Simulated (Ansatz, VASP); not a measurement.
## Ir: VASP beside Ansatz

INCAR

```
SYSTEM = Ir
PREC = Accurate
ENCUT = 400
EDIFF = 1E-6
ISMEAR = 1
SIGMA = 0.1
LREAL = .FALSE.
LASPH = .TRUE.
NELM = 120
ALGO = Normal
ISIF = 2
LWAVE = .FALSE.
LCHARG = .FALSE.
LDIPOL = .TRUE.
IDIPOL = 3
DIPOL = 0.5 0.5 0.406
GGA = PS
IVDW = 13
NBANDS = 66
GGA_COMPAT = .FALSE.
NELMDL = -8
```

File KPOINTS:

```
Automatic mesh
0
G
  9 9 1
  0 0 0
```

File POSCAR:

```
Ir
1.0
    0.0000000284      5.4129548256      0.0000000000
   -4.6877564027     -2.7064773882      0.0000000000
    0.0000000000      0.0000000000     32.4220952091
Ir
12
Direct
    0.0000000000      0.0000000000      0.3392748041
    1.0000000000      0.5000000000      0.3392748041
    0.5000000000      0.0000000000      0.3392748041
    0.5000000000      0.5000000000      0.3392748041
    0.3331506133      0.1659442918      0.4053405501
    0.3327936786      0.6668493867      0.4053405501
    0.8333333333      0.1666666667      0.4058761428
    0.8340557082      0.6672063214      0.4053405501
    0.6696850905      0.3345638040      0.4715511401
    0.6654361960      0.8351212865      0.4715511401
    0.1648787135      0.3303149095      0.4715511401
    0.1666666667      0.8333333333      0.4738881415
```

Input for Ansatz:

```yaml
crystal:
  lattice:
    - [2.84e-08, 5.4129548256, 0.0]
    - [-4.6877564027, -2.7064773882, 0.0]
    - [0.0, 0.0, 32.4220952091]
  atoms:
    - { symbol: Ir, position: [0.0, 0.0, 0.3392748041] }
    - { symbol: Ir, position: [1.0, 0.5, 0.3392748041] }
    - { symbol: Ir, position: [0.5, 0.0, 0.3392748041] }
    - { symbol: Ir, position: [0.5, 0.5, 0.3392748041] }
    - { symbol: Ir, position: [0.3331506133, 0.1659442918, 0.4053405501] }
    - { symbol: Ir, position: [0.3327936786, 0.6668493867, 0.4053405501] }
    - { symbol: Ir, position: [0.8333333333, 0.1666666667, 0.4058761428] }
    - { symbol: Ir, position: [0.8340557082, 0.6672063214, 0.4053405501] }
    - { symbol: Ir, position: [0.6696850905, 0.334563804, 0.4715511401] }
    - { symbol: Ir, position: [0.665436196, 0.8351212865, 0.4715511401] }
    - { symbol: Ir, position: [0.1648787135, 0.3303149095, 0.4715511401] }
    - { symbol: Ir, position: [0.1666666667, 0.8333333333, 0.4738881415] }
basis:
  ecutwfc: 420
kpoints:
  mp_grid: { grid: [9, 9, 1] }
hamiltonian:
  xc: pbesol
  dispersion: d4
  pseudopotentials: { kind: paw, azcp: { folder: soft_1 } }
scf:
  occupations: { method: methfessel_paxton, width: 0.1 }
  n_extra_bands: 14
  max_iter: 160
output:
  forces: true
  eigenvalues: true
  write_density: true
  write_potential: true
  elf: true
  volumetric_format: npy
efield:
  axis: 3
  dipole_correction: true
```

Alike in both runs: task single point; functional PBEsol; dispersion D4; k mesh 9 × 9 × 1; occupations methfessel-paxton of order 1, width 0.1 eV; no spin polarisation.

```csv
,VASP,Ansatz
version,VASP 6.6.1,Ansatz 0.2.0
potentials or method,"VASP PAW PBE potentials, release 64 (Ir), cutoff 400 eV","scalar-relativistic, plane waves, PAW"
valence electrons in the cell,108,204
```

```csv
,VASP,Ansatz,Ansatz less VASP
gap on the k mesh at the Fermi level (eV),none,none,-
rms of the force components (eV/Å),0.187,0.191,+0.0044
```

VASP's potentials were made for PBE, not for PBEsol, and Ansatz warns of the same on its side. Atom by atom the forces differ by 0.030 eV/Å (rms over components). A gap of «none» marks a metal or a gap that the smearing closes. VASP's potentials hold 108 valence electrons a cell and Ansatz's 204, so a difference there can come from the potentials and not from the codes. Ansatz's warnings: xc potential rough in thin density.

Neither program's run includes spin-orbit coupling.
